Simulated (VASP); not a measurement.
# AlN (P6_3mc) in VASP: single point with PBE

Aim: the single point of AlN with PBE.

Program: VASP 6.6.1. These are calculated values, not measurements. Logs are shortened: lines on timing, memory, paths and dates and some standing lists are left out, and cuts for length are marked.

### 1 The cell of the first run

It takes space group P6_3mc (No. 186, hexagonal). The conventional cell has a = 3.111 Å, b = 3.111 Å, c = 4.978 Å, α = 90.00°, β = 90.00°, γ = 120.00°. Al (site symmetry 3m) has 4 N at 1.89 to 1.92 Å within 2.5 Å. N (site symmetry 3m) has 4 Al at 1.89 to 1.92 Å within 2.5 Å.

### 2 Single point, PBE

The input, INCAR:

```
ALGO     = Normal         # electronic algorithm
EDIFF    = 1E-6           # SCF threshold, eV
ENCUT    = 520            # plane-wave cutoff, eV
GGA      = PE             # functional
ISIF     = 2              # what is computed and relaxed
ISMEAR   = -1             # smearing method
LASPH    = True           # aspherical terms in the spheres
LCHARG   = False          # write CHGCAR
LREAL    = False          # projectors in reciprocal space
LWAVE    = False          # write WAVECAR
NBANDS   = 16             # bands
NELM     = 100            # most SCF steps
PREC     = Accurate       # precision mode
SIGMA    = 0.02           # smearing width, eV
```

The input, KPOINTS:

```
k-points
0
Gamma
  11 11 6
```

The input, POSCAR:

```
AlN
1.0
    3.1110021516      0.0000000000      0.0000000000
   -1.5555010758      2.6942068945      0.0000000000
    0.0000000000      0.0000000000      4.9780000000
Al N
2 2
Direct
    0.3333333333      0.6666666667      0.0000000000
    0.6666666667      0.3333333333      0.5000000000
    0.3333333333      0.6666666667      0.3850000000
    0.6666666667      0.3333333333      0.8850000000
```

Potentials or basis: VASP PAW PBE potentials, release 64 (Al, N).

On the command line:

```sh
cat potpaw_PBE.64/Al/POTCAR potpaw_PBE.64/N/POTCAR > POTCAR
mpirun -np 1 vasp_std > vasp.out
```

OUTCAR:

```text
EDIFF = 1E-6
   ENCUT = 520
   GGA = PE
   ISIF = 2
   ISMEAR = -1
   LASPH = True
   LREAL = False
   NELM = 100
   PREC = Accurate

 ion  position               nearest neighbor table
   1  0.333  0.667  0.000-   4 1.89   4 1.89   4 1.89   3 1.92   2 3.07   2 3.07   2 3.07   2 3.07
                             2 3.07   2 3.07
   2  0.667  0.333  0.500-   3 1.89   3 1.89   3 1.89   4 1.92   1 3.07   1 3.07   1 3.07   1 3.07
                             1 3.07   1 3.07
   3  0.333  0.667  0.385-   2 1.89   2 1.89   2 1.89   1 1.92
   4  0.667  0.333  0.885-   1 1.89   1 1.89   1 1.89   2 1.92

  LATTYP: Found a hexagonal cell.
 ALAT       =     3.1110021516
 C/A-ratio  =     1.6001274694

  Lattice vectors:

 A1 = (   3.1110021516,   0.0000000000,   0.0000000000)
 A2 = (  -1.5555010758,   2.6942068945,   0.0000000000)
 A3 = (   0.0000000000,   0.0000000000,   4.9780000000)

Analysis of symmetry for initial positions (statically):
=====================================================================
 Subroutine PRICEL returns:
 Original cell was already a primitive cell.

 Routine SETGRP: Setting up the symmetry group for a
 hexagonal supercell.

 Subroutine GETGRP returns: Found 12 space group operations
 (whereof  6 operations were pure point group operations)
 out of a pool of 24 trial point group operations.

The static configuration has the point symmetry C_3v.
 The point group associated with its full space group is C_6v.

Analysis of symmetry for dynamics (positions and initial velocities):
=====================================================================
 Subroutine PRICEL returns:
 Original cell was already a primitive cell.

 Routine SETGRP: Setting up the symmetry group for a
 hexagonal supercell.

 Subroutine GETGRP returns: Found 12 space group operations
 (whereof  6 operations were pure point group operations)
 out of a pool of 24 trial point group operations.

The dynamic configuration has the point symmetry C_3v.
 The point group associated with its full space group is C_6v.

 Subroutine INISYM returns: Found 12 space group operations
 (whereof  6 operations are pure point group operations),
 and found     1 'primitive' translations

----------------------------------------------------------------------------------------

                                     Primitive cell

  volume of cell :      41.7240

  direct lattice vectors                    reciprocal lattice vectors
     3.111002152  0.000000000  0.000000000     0.321439829  0.185583372  0.000000000
    -1.555501076  2.694206895  0.000000000     0.000000000  0.371166744  0.000000000
     0.000000000  0.000000000  4.978000000     0.000000000  0.000000000  0.200883889

  length of vectors
     3.111002152  3.111002152  4.978000000     0.371166744  0.371166744  0.200883889

  position of ions in fractional coordinates (direct lattice)
     0.333333333  0.666666667  0.000000000
     0.666666667  0.333333333  0.500000000
     0.333333333  0.666666667  0.385000000
     0.666666667  0.333333333  0.885000000

  ion indices of the primitive-cell ions
   primitive index   ion index
                 1           1
                 2           2
                 3           3
                 4           4

----------------------------------------------------------------------------------------

 KPOINTS: k-points

Automatic generation of k-mesh.
 Grid dimensions read from file:
 generate k-points for:   11   11    6

 Generating k-lattice:

  Cartesian coordinates                     Fractional coordinates (reciprocal lattice)
     0.029221803  0.016871216  0.000000000     0.090909091 -0.000000000  0.000000000
     0.000000000  0.033742431  0.000000000     0.000000000  0.090909091  0.000000000
     0.000000000  0.000000000  0.033480648     0.000000000  0.000000000  0.166666667

  Length of vectors
     0.033742431  0.033742431  0.033480648

  Shift w.r.t. Gamma in fractional coordinates (k-lattice)
     0.000000000  0.000000000  0.000000000

 Subroutine IBZKPT returns following result:
 ===========================================

 Found     64 irreducible k-points:

 Following reciprocal coordinates:
            Coordinates               Weight
  0.000000  0.000000  0.000000      1.000000
  0.090909  0.000000  0.000000      6.000000
  0.181818  0.000000  0.000000      6.000000
  0.272727  0.000000  0.000000      6.000000
  0.363636  0.000000  0.000000      6.000000
  0.454545 -0.000000  0.000000      6.000000
[... 16 lines left out ...]
  0.090909  0.090909  0.166667     12.000000
  0.181818  0.090909  0.166667     24.000000
 [... further k-points ...]
   k-points           NKPTS =     64   k-points in BZ     NKDIM =     64   number of bands    NBANDS=     16
   number of dos      NEDOS =    301   number of ions     NIONS =      4
   total plane-waves  NPLWV =  23040
   dimension x,y,z NGX =    24 NGY =   24 NGZ =   40
   dimension x,y,z NGXF=    48 NGYF=   48 NGZF=   80
   ions per type =               2   2
   NGX,Y,Z   is equivalent  to a cutoff of  12.83, 12.83, 13.36 a.u.
   NGXF,Y,Z  is equivalent  to a cutoff of  25.65, 25.65, 26.72 a.u.
 SYSTEM =  unknown system
   PREC   = accura    normal or accurate (medium, high low for compatibility)
   ISTART =      0    job   : 0-new  1-cont  2-samecut
   ICHARG =      2    charge: 1-file 2-atom 10-const
   ISPIN  =      1    spin polarized calculation?
   LNONCOLLINEAR =      F non collinear calculations
   LSORBIT =      F    spin-orbit coupling
   LASPH  =      T    aspherical Exc in radial PAW
   ENCUT  =  520.0 eV  38.22 Ry    6.18 a.u.   5.78  5.78  9.26*2*pi/ulx,y,z
   NELM   =    100;   NELMIN=  2; NELMDL= -5     # of ELM steps
   EDIFF  = 0.1E-05   stopping-criterion for ELM
   LREAL  =      F    real-space projection
   EDIFFG = 0.1E-04   stopping-criterion for IOM
   NSW    =      0    number of steps for IOM
   IBRION =     -1    ionic relax: 0-MD 1-quasi-New 2-CG
   NFREE  =      0    steps in history (QN), initial steepest desc. (CG)
   ISIF   =      2    stress and relaxation
   ISYM   =      2    0-nonsym 1-usesym 2-fastsym
   POTIM  = 0.5000    time-step for ionic-motion
   TEBEG  =    0.0;   TEEND  =   0.0 temperature during run
   PSTRESS=    0.0 pullay stress
   NELECT =      16.0000    total number of electrons
   NUPDOWN=      -1.0000    fix difference up-down
   EMIN   =  10.00;   EMAX   =-10.00  energy-range for DOS
   EFERMI =   0.00;   METHOD = LEGACY
   ISMEAR =    -1;   SIGMA  =   0.02  broadening in eV -4-tet -1-fermi 0-gaus
   EFERMI_NEDOS =   21; number of points for ismear=-14 and -15
   IALGO  =     38    algorithm
   IMIX   =      4    mixing-type and parameters
     AMIX     =   0.40;   BMIX     =  1.00
     AMIX_MAG =   1.60;   BMIX_MAG =  1.00
  volume/ion in A,a.u.               =      10.43        70.39
  Fermi-wavevector in a.u.,A,eV,Ry     =   1.189377  2.247596 19.247033  1.414617
  Thomas-Fermi vector in A             =   2.325485
   LORBIT       =      0    0 simple, 1 ext, 2 COOP (PROOUT), +10 PAW based schemes
   GGA     = PE    functional components
   LHFCALC =     F    Hartree Fock is set to
   AEXX    =    0.0000 exact exchange contribution
   IVDW    =     0    specifies the selected vdW correction
   LEPSILON=     F    determine dielectric tensor
   LRPA    =     F    only Hartree local field effects (RPA)
 non-spin polarized calculation
  energy-cutoff  :      520.00
  volume of cell :       41.72
 maximum number of plane-waves:      1134
 NGX is ok and might be reduce to    24
   NGX = 11   NGY = 11   NGZ = 19

 number of electron      15.9999998 magnetization

 Free energy of the ion-electron system (eV)
  ---------------------------------------------------
  ext. energy  EPLUGINS =         0.00000000
  ---------------------------------------------------
  free energy    TOTEN  =       -29.76800436 eV

  energy without entropy =      -29.76800436  energy(sigma->0) =      -29.76800436

 E-fermi :   6.6217     XC(G=0): -10.9150

 val. band max:        6.2196096486   @ k =   0.0000   0.0000   0.0000
 cond. band min:      10.3845101394   @ k =   0.0000   0.0000   0.0000
 fundamental gap:      4.1649004909
 Fermi energy:         6.6216658503

 k-point     1 :       0.0000    0.0000    0.0000
  band No.  band energies     occupation
      1      -9.0311      2.00000
      2      -6.8808      2.00000
      3       0.1863      2.00000
      4       5.2726      2.00000
      5       5.2726      2.00000
      6       5.9253      2.00000
[... 8 lines left out ...]
     15      19.2834      0.00000
     16      19.2834      0.00000

 k-point     2 :       0.0909    0.0000    0.0000
  band No.  band energies     occupation
      1      -8.9257      2.00000
      2      -6.8211      2.00000
      3       0.3117      2.00000
      4       4.7898      2.00000
      5       5.1362      2.00000
      6       5.4487      2.00000
[... 8 lines left out ...]
     15      19.3016      0.00000
     16      19.3719      0.00000

 k-point     3 :       0.1818    0.0000    0.0000
  band No.  band energies     occupation
      1      -8.6205      2.00000
      2      -6.6612      2.00000
      3       0.6800      2.00000
      4       3.6514      2.00000
      5       4.4710      2.00000
      6       4.8265      2.00000
[... 8 lines left out ...]
     15      18.4516      0.00000
     16      18.8911      0.00000

 k-point     4 :       0.2727    0.0000    0.0000
  band No.  band energies     occupation
      1      -8.1530      2.00000
      2      -6.4627      2.00000
      3       1.2640      2.00000
      4       2.3880      2.00000
      5       3.4344      2.00000
      6       4.4886      2.00000
[... 8 lines left out ...]
     15      18.2389      0.00000
     16      19.7501      0.00000
[... 324 lines left out ...]
 k-point    22 :       0.4545   -0.0000    0.1667
  band No.  band energies     occupation
      1      -7.0877      2.00000
      2      -6.3936      2.00000
      3       0.6231      2.00000
      4       1.6824      2.00000
      5       3.1375      2.00000
      6       4.1483      2.00000
[... 8 lines left out ...]
     15      18.5304      0.00000
     16      21.3190      0.00000

 k-point    23 :       0.0909    0.0909    0.1667
  band No.  band energies     occupation
      1      -8.6181      2.00000
      2      -6.8982      2.00000
      3       0.8693      2.00000
      4       4.2360      2.00000
      5       4.2873      2.00000
      6       5.0615      2.00000
[... 8 lines left out ...]
     15      18.6879      0.00000
     16      19.4234      0.00000

 k-point    24 :       0.1818    0.0909    0.1667
  band No.  band energies     occupation
      1      -8.2373      2.00000
      2      -6.6889      2.00000
      3       1.2177      2.00000
      4       3.1250      2.00000
      5       3.5220      2.00000
      6       4.6333      2.00000
[... 8 lines left out ...]
     15      18.5941      0.00000
     16      19.6615      0.00000

 [... further k-points ...]
[... 5 lines left out ...]
  --------------------------------------------------------------------------------------
  -------------------------------------------------------------------------------------
  Total        1.1450273      1.1450273      0.6757053      0.0000000      0.0000000     -0.0000000
  in kB       43.9683618     43.9683618     25.9466771      0.0000000      0.0000000     -0.0000000
  external PRESSURE =      37.9611335 kB  Pullay stress =       0.0000000 kB

 VOLUME and BASIS-vectors are now :
 -----------------------------------------------------------------------------
  energy-cutoff  :      520.00
  volume of cell :       41.72
      direct lattice vectors                 reciprocal lattice vectors
     3.111002152  0.000000000  0.000000000     0.321439829  0.185583372  0.000000000
    -1.555501076  2.694206895  0.000000000     0.000000000  0.371166744  0.000000000
     0.000000000  0.000000000  4.978000000     0.000000000  0.000000000  0.200883889

 POSITION                                       TOTAL-FORCE (eV/Angst)
 -----------------------------------------------------------------------------------
     -0.00000      1.79614      0.00000         0.000000     -0.000000      0.181431
      1.55550      0.89807      2.48900        -0.000000      0.000000      0.181431
     -0.00000      1.79614      1.91653         0.000000      0.000000     -0.181431
      1.55550      0.89807      4.40553        -0.000000      0.000000     -0.181431
 -----------------------------------------------------------------------------------
    total drift:                               -0.000000      0.000000      0.000502

  FREE ENERGIE OF THE ION-ELECTRON SYSTEM (eV)
  ---------------------------------------------------
  free  energy   TOTEN  =       -29.7680043616 eV

  energy  without entropy=      -29.7680043616  energy(sigma->0) =      -29.76800436
```

Wall time 57 s (1 thread of Intel Xeon 8259CL, shared host); peak memory 0.17 GiB.

Results:

* Free energy: -29.7680 eV
* Pressure: 3.8 GPa
* Largest force: 0.181 eV/Å
* Band gap on the k mesh: 4.16 eV

Forces on the atoms (eV/Å):
```
Al   0.000  0.000  0.181
Al   0.000  0.000  0.181
N    0.000  0.000 -0.181
N    0.000  0.000 -0.181
```

Stress tensor (GPa, compression positive):
```
4.40 0.00 0.00
0.00 4.40 0.00
0.00 0.00 2.59
```

Caveat: the cell stands under pressure; an odd mesh through Γ misses points on the zone boundary, where band edges can lie.
